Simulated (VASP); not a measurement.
# CdTe (F-43m) in VASP: further runs

The runs below take CdTe through single point, with PBE.

Program: VASP 6.6.1. These are calculated values, not measurements. Logs are shortened: lines on timing, memory, paths and dates and some standing lists are left out, and cuts for length are marked.

**1. The cell of the first run**

Symmetry: F-43m, No. 216, cubic system. Conventional cell: a = 6.218 Å, b = 6.218 Å, c = 6.218 Å, α = 90.00°, β = 90.00°, γ = 90.00°. Cd (site symmetry -43m) has 4 Te at 2.69 Å within 3.6 Å. Te (site symmetry -43m) has 4 Cd at 2.69 Å within 3.6 Å.

**2. Single point, PBE (strain -0.030 along x and y, -0.030 along z)**

Input file INCAR:

```
SYSTEM = CdTe
ALGO = Normal
EDIFF = 1E-6
ENCUT = 520
GGA = PE
ISIF = 2
ISMEAR = 0
LASPH = .TRUE.
LCHARG = .FALSE.
LREAL = .FALSE.
LWAVE = .FALSE.
NBANDS = 16
NELM = 100
PREC = Accurate
SIGMA = 0.05
```

Input file KPOINTS:

```
k-points
0
G
  8 8 8
  0 0 0
```

Input file POSCAR:

```
CdTe
1.0
    0.0000000000      3.1088500000      3.1088500000
    3.1088500000      0.0000000000      3.1088500000
    3.1088500000      3.1088500000      0.0000000000
Cd Te
1 1
Direct
    0.0000000000      0.0000000000      0.0000000000
    0.7500000000      0.7500000000      0.7500000000
```

Potentials or basis: VASP PAW PBE potentials, release 64 (Cd, Te).

Launch:

```
$ cat potpaw_PBE.64/Cd/POTCAR potpaw_PBE.64/Te/POTCAR > POTCAR
$ mpirun -np 1 vasp_std > vasp.out
```

OUTCAR:

```text
SYSTEM = CdTe
   EDIFF = 1E-6
   ENCUT = 520
   GGA = PE
   ISIF = 2
   ISMEAR = 0
   LASPH = .TRUE.
   LREAL = .FALSE.
   NELM = 100
   PREC = Accurate

 ion  position               nearest neighbor table
   1  0.000  0.000  0.000-   2 2.69   2 2.69   2 2.69   2 2.69
   2  0.750  0.750  0.750-   1 2.69   1 2.69   1 2.69   1 2.69

  LATTYP: Found a face centered cubic cell.
 ALAT       =     6.2177000000

  Lattice vectors:

 A1 = (   0.0000000000,   3.1088500000,   3.1088500000)
 A2 = (   3.1088500000,   0.0000000000,   3.1088500000)
 A3 = (   3.1088500000,   3.1088500000,   0.0000000000)

Analysis of symmetry for initial positions (statically):
=====================================================================
 Subroutine PRICEL returns:
 Original cell was already a primitive cell.

 Routine SETGRP: Setting up the symmetry group for a
 face centered cubic supercell.

 Subroutine GETGRP returns: Found 24 space group operations
 (whereof 24 operations were pure point group operations)
 out of a pool of 48 trial point group operations.

The static configuration has the point symmetry T_d .

Analysis of symmetry for dynamics (positions and initial velocities):
=====================================================================
 Subroutine PRICEL returns:
 Original cell was already a primitive cell.

 Routine SETGRP: Setting up the symmetry group for a
 face centered cubic supercell.

 Subroutine GETGRP returns: Found 24 space group operations
 (whereof 24 operations were pure point group operations)
 out of a pool of 48 trial point group operations.

The dynamic configuration has the point symmetry T_d .

 Subroutine INISYM returns: Found 24 space group operations
 (whereof 24 operations are pure point group operations),
 and found     1 'primitive' translations

----------------------------------------------------------------------------------------

                                     Primitive cell

  volume of cell :      60.0937

  direct lattice vectors                    reciprocal lattice vectors
     0.000000000  3.108850000  3.108850000    -0.160831176  0.160831176  0.160831176
     3.108850000  0.000000000  3.108850000     0.160831176 -0.160831176  0.160831176
     3.108850000  3.108850000  0.000000000     0.160831176  0.160831176 -0.160831176

  length of vectors
     4.396577833  4.396577833  4.396577833     0.278567767  0.278567767  0.278567767

  position of ions in fractional coordinates (direct lattice)
     0.000000000  0.000000000  0.000000000
     0.750000000  0.750000000  0.750000000

  ion indices of the primitive-cell ions
   primitive index   ion index
                 1           1
                 2           2

----------------------------------------------------------------------------------------

 KPOINTS: k-points

Automatic generation of k-mesh.
 Grid dimensions read from file:
 generate k-points for:    8    8    8

 Generating k-lattice:

  Cartesian coordinates                     Fractional coordinates (reciprocal lattice)
    -0.020103897  0.020103897  0.020103897     0.125000000  0.000000000  0.000000000
     0.020103897 -0.020103897  0.020103897     0.000000000  0.125000000  0.000000000
     0.020103897  0.020103897 -0.020103897     0.000000000  0.000000000  0.125000000

  Length of vectors
     0.034820971  0.034820971  0.034820971

  Shift w.r.t. Gamma in fractional coordinates (k-lattice)
     0.000000000  0.000000000  0.000000000

 Subroutine IBZKPT returns following result:
 ===========================================

 Found     29 irreducible k-points:

 Following reciprocal coordinates:
            Coordinates               Weight
  0.000000  0.000000  0.000000      1.000000
  0.125000  0.000000  0.000000      8.000000
  0.250000  0.000000  0.000000      8.000000
  0.375000  0.000000  0.000000      8.000000
  0.500000  0.000000  0.000000      4.000000
  0.125000  0.125000  0.000000      6.000000
[... 16 lines left out ...]
  0.500000  0.250000  0.125000     48.000000
 -0.375000  0.250000  0.125000     24.000000
 [... further k-points ...]
   k-points           NKPTS =     29   k-points in BZ     NKDIM =     29   number of bands    NBANDS=     16
   number of dos      NEDOS =    301   number of ions     NIONS =      2
   total plane-waves  NPLWV =  46656
   dimension x,y,z NGX =    36 NGY =   36 NGZ =   36
   dimension x,y,z NGXF=    72 NGYF=   72 NGZF=   72
   ions per type =               1   1
   NGX,Y,Z   is equivalent  to a cutoff of  13.61, 13.61, 13.61 a.u.
   NGXF,Y,Z  is equivalent  to a cutoff of  27.23, 27.23, 27.23 a.u.
 SYSTEM =  CdTe
   PREC   = accura    normal or accurate (medium, high low for compatibility)
   ISTART =      0    job   : 0-new  1-cont  2-samecut
   ICHARG =      2    charge: 1-file 2-atom 10-const
   ISPIN  =      1    spin polarized calculation?
   LNONCOLLINEAR =      F non collinear calculations
   LSORBIT =      F    spin-orbit coupling
   LASPH  =      T    aspherical Exc in radial PAW
   ENCUT  =  520.0 eV  38.22 Ry    6.18 a.u.   8.17  8.17  8.17*2*pi/ulx,y,z
   NELM   =    100;   NELMIN=  2; NELMDL= -5     # of ELM steps
   EDIFF  = 0.1E-05   stopping-criterion for ELM
   LREAL  =      F    real-space projection
   EDIFFG = 0.1E-04   stopping-criterion for IOM
   NSW    =      0    number of steps for IOM
   IBRION =     -1    ionic relax: 0-MD 1-quasi-New 2-CG
   NFREE  =      0    steps in history (QN), initial steepest desc. (CG)
   ISIF   =      2    stress and relaxation
   ISYM   =      2    0-nonsym 1-usesym 2-fastsym
   POTIM  = 0.5000    time-step for ionic-motion
   TEBEG  =    0.0;   TEEND  =   0.0 temperature during run
   PSTRESS=    0.0 pullay stress
   NELECT =      18.0000    total number of electrons
   NUPDOWN=      -1.0000    fix difference up-down
   EMIN   =  10.00;   EMAX   =-10.00  energy-range for DOS
   EFERMI =   0.00;   METHOD = LEGACY
   ISMEAR =     0;   SIGMA  =   0.05  broadening in eV -4-tet -1-fermi 0-gaus
   EFERMI_NEDOS =   21; number of points for ismear=-14 and -15
   IALGO  =     38    algorithm
   IMIX   =      4    mixing-type and parameters
     AMIX     =   0.40;   BMIX     =  1.00
     AMIX_MAG =   1.60;   BMIX_MAG =  1.00
  volume/ion in A,a.u.               =      30.05       202.77
  Fermi-wavevector in a.u.,A,eV,Ry     =   1.095358  2.069926 16.324381  1.199808
  Thomas-Fermi vector in A             =   2.231680
   LORBIT       =      0    0 simple, 1 ext, 2 COOP (PROOUT), +10 PAW based schemes
   GGA     = PE    functional components
   LHFCALC =     F    Hartree Fock is set to
   AEXX    =    0.0000 exact exchange contribution
   IVDW    =     0    specifies the selected vdW correction
   LEPSILON=     F    determine dielectric tensor
   LRPA    =     F    only Hartree local field effects (RPA)
 non-spin polarized calculation
 Gauss-broadening in eV      SIGMA  =   0.05
  energy-cutoff  :      520.00
  volume of cell :       60.09
 maximum number of plane-waves:      1639
 NGX is ok and might be reduce to    36
   NGX = 17   NGY = 17   NGZ = 17

 number of electron      18.0000001 magnetization

 Free energy of the ion-electron system (eV)
  ---------------------------------------------------
  ext. energy  EPLUGINS =         0.00000000
  ---------------------------------------------------
  free energy    TOTEN  =        -4.46782252 eV

  energy without entropy =       -4.46782252  energy(sigma->0) =       -4.46782252

 E-fermi :   3.7983     XC(G=0):  -9.1501

 val. band max:        3.5780632873   @ k =   0.0000   0.0000   0.0000
 cond. band min:       4.7388805699   @ k =   0.0000   0.0000   0.0000
 fundamental gap:      1.1608172825
 Fermi energy:         3.7983494908

 k-point     1 :       0.0000    0.0000    0.0000
  band No.  band energies     occupation
      1      -8.3963      2.00000
      2      -5.2294      2.00000
      3      -5.2294      2.00000
      4      -5.2294      2.00000
      5      -4.8647      2.00000
      6      -4.8647      2.00000
[... 8 lines left out ...]
     15      13.1452      0.00000
     16      13.1452      0.00000

 k-point     2 :       0.1250    0.0000    0.0000
  band No.  band energies     occupation
      1      -8.3199      2.00000
      2      -5.2138      2.00000
      3      -5.2138      2.00000
      4      -5.1792      2.00000
      5      -4.8663      2.00000
      6      -4.8663      2.00000
[... 8 lines left out ...]
     15      12.2799      0.00000
     16      12.2799      0.00000

 k-point     3 :       0.2500    0.0000    0.0000
  band No.  band energies     occupation
      1      -8.1334      2.00000
      2      -5.1792      2.00000
      3      -5.1792      2.00000
      4      -4.9964      2.00000
      5      -4.8661      2.00000
      6      -4.8661      2.00000
[... 8 lines left out ...]
     15      12.0770      0.00000
     16      12.0770      0.00000

 k-point     4 :       0.3750    0.0000    0.0000
  band No.  band energies     occupation
      1      -7.9481      2.00000
      2      -5.1507      2.00000
      3      -5.1507      2.00000
      4      -4.8583      2.00000
      5      -4.8583      2.00000
      6      -4.6515      2.00000
[... 8 lines left out ...]
     15      13.0006      0.00000
     16      13.0006      0.00000
[... 324 lines left out ...]
 k-point    22 :       0.3750    0.2500    0.1250
  band No.  band energies     occupation
      1      -7.9969      2.00000
      2      -5.1409      2.00000
      3      -5.1238      2.00000
      4      -4.9572      2.00000
      5      -4.8541      2.00000
      6      -4.7838      2.00000
[... 8 lines left out ...]
     15      13.6677      0.00000
     16      14.3589      0.00000

 k-point    23 :       0.5000    0.2500    0.1250
  band No.  band energies     occupation
      1      -7.8526      2.00000
      2      -5.1137      2.00000
      3      -5.0991      2.00000
      4      -4.9114      2.00000
      5      -4.8525      2.00000
      6      -4.4861      2.00000
[... 8 lines left out ...]
     15      13.8589      0.00000
     16      14.5500      0.00000

 k-point    24 :      -0.3750    0.2500    0.1250
  band No.  band energies     occupation
      1      -7.7949      2.00000
      2      -5.1079      2.00000
      3      -5.0880      2.00000
      4      -4.8904      2.00000
      5      -4.8590      2.00000
      6      -4.2705      2.00000
[... 8 lines left out ...]
     15      13.8474      0.00000
     16      14.5793      0.00000

 [... further k-points ...]
[... 5 lines left out ...]
  --------------------------------------------------------------------------------------
  -------------------------------------------------------------------------------------
  Total        3.9445241      3.9445241      3.9445241     -0.0000000      0.0000000      0.0000000
  in kB      105.1661310    105.1661310    105.1661310     -0.0000000      0.0000000      0.0000000
  external PRESSURE =     105.1661310 kB  Pullay stress =       0.0000000 kB

 VOLUME and BASIS-vectors are now :
 -----------------------------------------------------------------------------
  energy-cutoff  :      520.00
  volume of cell :       60.09
      direct lattice vectors                 reciprocal lattice vectors
     0.000000000  3.108850000  3.108850000    -0.160831176  0.160831176  0.160831176
     3.108850000  0.000000000  3.108850000     0.160831176 -0.160831176  0.160831176
     3.108850000  3.108850000  0.000000000     0.160831176  0.160831176 -0.160831176

 POSITION                                       TOTAL-FORCE (eV/Angst)
 -----------------------------------------------------------------------------------
      0.00000      0.00000      0.00000         0.000000     -0.000000     -0.000000
      4.66327      4.66327      4.66327        -0.000000      0.000000      0.000000
 -----------------------------------------------------------------------------------
    total drift:                                0.000000      0.000000      0.000000

  FREE ENERGIE OF THE ION-ELECTRON SYSTEM (eV)
  ---------------------------------------------------
  free  energy   TOTEN  =        -4.4678225176 eV

  energy  without entropy=       -4.4678225176  energy(sigma->0) =       -4.46782252
```

Run time: 23 s. Hardware: 1 thread of Intel Xeon Platinum 8259CL at 2.50GHz (Skylake/Cascade Lake), shared host; peak memory 0.21 GiB.

What came out:

```yaml
Free_energy: -4.4678 eV
Pressure: 10.5 GPa
Band_gap_on_the_k_mesh: 1.16 eV, direct
```

Caveat: the cell differs from its parent crystal (strain -0.030 along x and y, -0.030 along z); spin-orbit coupling is left out, which moves the levels of the heavy elements.

**3. Single point, PBE (strain -0.015 along x and y, -0.015 along z)**

Input file INCAR:

```
SYSTEM = CdTe
PREC     = Accurate       ! precision mode
ENCUT    = 520            ! plane-wave cutoff, eV
EDIFF    = 1E-6           ! SCF threshold, eV
ISMEAR   = 0              ! smearing method
SIGMA    = 0.05           ! smearing width, eV
LREAL    = .False.        ! projectors in reciprocal space
LASPH    = .True.         ! aspherical terms in the spheres
NELM     = 100            ! most SCF steps
ALGO     = Normal         ! electronic algorithm
ISIF     = 2              ! what is computed and relaxed
LWAVE    = .False.        ! write WAVECAR
LCHARG   = .True.         ! write CHGCAR
GGA      = PE             ! functional
LELF     = .True.         ! ELF
LVHAR    = .True.       
NBANDS   = 16             ! bands
```

Input file KPOINTS:

```
regular mesh
0
Gamma
  8 8 8
  0 0 0
```

Input file POSCAR:

```
CdTe
1.0
    0.0000000000      3.1569250000      3.1569250000
    3.1569250000      0.0000000000      3.1569250000
    3.1569250000      3.1569250000      0.0000000000
Cd Te
1 1
Direct
    0.0000000000      0.0000000000      0.0000000000
    0.7500000000      0.7500000000      0.7500000000
```

Potentials or basis: VASP PAW PBE potentials, release 64 (Cd, Te).

Launch:

```
$ cat potpaw_PBE.64/Cd/POTCAR potpaw_PBE.64/Te/POTCAR > POTCAR
$ mpirun -np 1 vasp_std > vasp.out
```

Wall time 24 s (1 thread of Intel Xeon Platinum 8259CL at 2.50GHz (Skylake/Cascade Lake), shared host); peak memory 0.21 GiB.

Results (log left out):

```yaml
Free_energy: -4.6226 eV
Pressure: 7.1 GPa
Band_gap_on_the_k_mesh: 1.02 eV, direct
```

Levels at points of the mesh, in eV from the valence-band top:
```tsv
k point	band 5	band 6	band 7	band 8	band 9	band 10	band 11	band 12	band 13	band 14
(0.00, 0.00, 0.00)	-8.27	-8.27	0.00	0.00	0.00	1.02	4.54	4.54	4.54	7.56
(0.50, 0.00, 0.00)	-8.26	-7.85	-4.90	-0.90	-0.90	1.89	5.14	5.14	7.10	8.97
(0.50, 0.50, 0.00)	-8.23	-7.68	-4.71	-2.15	-2.15	2.42	2.63	9.29	9.53	9.53
```

Caveat: the cell differs from its parent crystal (strain -0.015 along x and y, -0.015 along z); spin-orbit coupling is left out, which moves the levels of the heavy elements.

**4. Single point, PBE (strain +0.015 along x and y, +0.015 along z)**

Input file INCAR:

```
  PREC = Accurate
  ENCUT = 520
  EDIFF = 1E-7
  ISMEAR = 0
  SIGMA = 0.05
  LREAL = F
  LASPH = T
  NELM = 80
  ALGO = Normal
  ISIF = 2
  LWAVE = F
  LCHARG = T
  GGA = PE
  LELF = T
  LVHAR = T
  NBANDS = 16
```

Input file KPOINTS:

```
Automatic mesh
0
Gamma
  8 8 8
```

Input file POSCAR:

```
CdTe
1.0
    0.0000000000      3.2530750000      3.2530750000
    3.2530750000      0.0000000000      3.2530750000
    3.2530750000      3.2530750000      0.0000000000
Cd Te
1 1
Direct
    0.0000000000      0.0000000000      0.0000000000
    0.7500000000      0.7500000000      0.7500000000
```

Launch:

```
$ cat potpaw_PBE.64/Cd/POTCAR potpaw_PBE.64/Te/POTCAR > POTCAR
$ mpirun -np 1 vasp_std > vasp.out
```

Run time: 30 s. Hardware: 1 thread of Intel Xeon Platinum 8259CL at 2.50GHz (Skylake/Cascade Lake), shared host; peak memory 0.21 GiB.

The run converged. Its results:

* Free energy: -4.7875 eV
* Pressure: 2.2 GPa
* Band gap on the k mesh: 0.74 eV, direct

Levels at points of the mesh, in eV from the valence-band top:
| k point | band 7 | band 8 | band 9 | band 10 | band 11 | band 12 |
| --- | --- | --- | --- | --- | --- | --- |
| (0.00, 0.00, 0.00) | 0.00 | 0.00 | 0.00 | 0.74 | 4.61 | 4.61 |
| (0.50, 0.00, 0.00) | -4.36 | -0.76 | -0.76 | 1.81 | 5.19 | 5.19 |
| (0.50, 0.50, 0.00) | -4.25 | -1.82 | -1.82 | 2.63 | 2.67 | 8.78 |

Caveat: the cell differs from its parent crystal (strain +0.015 along x and y, +0.015 along z); spin-orbit coupling is left out, which moves the levels of the heavy elements.

**5. Single point, PBE (strain +0.030 along x and y, +0.030 along z)**

Input file INCAR:

```
SYSTEM = CdTe
PREC = Accurate ; ENCUT = 520
EDIFF = 1E-6 ; ISMEAR = 0
SIGMA = 0.05 ; LREAL = .False.
LASPH = .True. ; NELM = 80
ALGO = Normal ; ISIF = 2
LWAVE = .False. ; LCHARG = .False.
GGA = PE ; NBANDS = 16
```

Input file KPOINTS:

```
Automatic mesh
0
Gamma
  8 8 8
  0 0 0
```

Input file POSCAR:

```
CdTe
1.0
    0.0000000000      3.3011500000      3.3011500000
    3.3011500000      0.0000000000      3.3011500000
    3.3011500000      3.3011500000      0.0000000000
Cd Te
1 1
Direct
    0.0000000000      0.0000000000      0.0000000000
    0.7500000000      0.7500000000      0.7500000000
```

Launch:

```
$ cat potpaw_PBE.64/Cd/POTCAR potpaw_PBE.64/Te/POTCAR > POTCAR
$ mpirun -np 1 vasp_std > vasp.out
```

Run time: 23 s. Hardware: 1 thread of Intel Xeon Platinum 8259CL at 2.50GHz (Skylake/Cascade Lake), shared host; peak memory 0.21 GiB.

The run converged. Its results:

- Free energy: -4.8113 eV
- Pressure: 0.4 GPa
- Band gap on the k mesh: 0.60 eV, direct

Levels at points of the mesh, in eV from the valence-band top:
| k point | band 6 | band 7 | band 8 | band 9 | band 10 | band 11 | band 12 | band 13 |
| --- | --- | --- | --- | --- | --- | --- | --- | --- |
| (0.00, 0.00, 0.00) | -7.89 | 0.00 | 0.00 | 0.00 | 0.60 | 4.64 | 4.64 | 4.64 |
| (0.50, 0.00, 0.00) | -7.58 | -4.12 | -0.70 | -0.70 | 1.76 | 5.21 | 5.21 | 7.02 |
| (0.50, 0.50, 0.00) | -7.46 | -4.04 | -1.68 | -1.68 | 2.67 | 2.73 | 8.55 | 8.85 |

Caveat: the cell differs from its parent crystal (strain +0.030 along x and y, +0.030 along z); spin-orbit coupling is left out, which moves the levels of the heavy elements.

**6. Summary**

```csv
cell,gap on the mesh (eV),pressure (GPa)
"a = 4.397 Å, angles 60.0°, 2 atoms",1.16,10.5
"a = 4.465 Å, angles 60.0°, 2 atoms",1.02,7.1
"a = 4.601 Å, angles 60.0°, 2 atoms",0.74,2.2
"a = 4.669 Å, angles 60.0°, 2 atoms",0.60,0.4
```

Alike in all rows: task single point; level PBE; potentials or basis VASP PAW PBE potentials, release 64 (Cd, Te); no spin polarisation; k mesh 8 × 8 × 8; cutoff (eV) 520; smearing gaussian 0.05 eV.

Caveats: spin-orbit coupling is left out, which moves the levels of the heavy elements.

Total energies depend on the potentials used, so only differences within one code and one set of settings carry meaning.
